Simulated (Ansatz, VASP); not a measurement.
## Two plane-wave programs on W

```
CELL_PARAMETERS angstrom
-1.58234 1.58234 1.58234
1.58234 -1.58234 1.58234
1.58234 1.58234 -1.58234
ATOMIC_POSITIONS crystal
W 0.00000 0.00000 0.00000
```

Alike in both runs: task single point; functional r2SCAN; k mesh 13 × 13 × 13; no spin polarisation.

|  | VASP | Ansatz |
| --- | --- | --- |
| version | VASP 6.6.1 | Ansatz 0.2.0 |
| potentials or method | VASP PAW PBE potentials, release 64 (W_sv), cutoff 520 eV | plane waves, PAW |
| occupations | methfessel-paxton of order 1, width 0.05 eV | cold, width 0.05 eV |
| valence electrons in the cell | 14 | 14 |

|  | VASP | Ansatz | Ansatz less VASP |
| --- | --- | --- | --- |
| pressure (GPa) | 2.2 | 1.0 | -1.23 |

VASP's potentials were made for PBE, not for r2SCAN.

Spin-orbit coupling is off throughout.
